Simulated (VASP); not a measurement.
Input of a VASP 6.6.1 run:

The input INCAR:

```
PREC = Accurate
ENCUT = 520
EDIFF = 1E-6
ISMEAR = 0
SIGMA = 0.1
LREAL = F
LASPH = T
NELM = 150
ALGO = Normal
ISIF = 2
LWAVE = F
LCHARG = F
ISPIN = 2
MAGMOM = 0 1 0 0 0
LORBIT = 11
LMAXMIX = 4
GGA = PE
NBANDS = 32
```

KPOINTS

```
Automatic mesh
0
Gamma
  6 6 6
```

The input POSCAR:

```
SrTiO3
1.0
    3.9127013100      0.0000000000      0.0000000000
    0.0000000000      3.9127013100      0.0000000000
    0.0000000000      0.0000000000      3.9127013100
Sr Ti O
1 1 3
Direct
    0.0000000000      0.0000000000      0.0000000000
    0.5000000000      0.5000000000      0.5000000000
    0.5000000000      0.0000000000      0.5000000000
    0.5000000000      0.5000000000      0.0000000000
    0.0000000000      0.5000000000      0.5000000000
```

Potentials or basis: VASP PAW PBE potentials, release 64 (Sr_sv, Ti_sv, O).

Command:

```console
$ cat potpaw_PBE.64/Sr_sv/POTCAR potpaw_PBE.64/Ti_sv/POTCAR potpaw_PBE.64/O/POTCAR > POTCAR
$ mpirun -np 1 vasp_std > vasp.out
```

(1) Estimate the pressure.

(2) What does it give for the net moment?

(3) Estimate the band gap on the k mesh.

Results:

(1) 3.9 GPa.

(2) 0.00 μB per cell.

(3) 1.84 eV (least direct gap 2.20 eV).

Caveat: the cell stands under pressure.
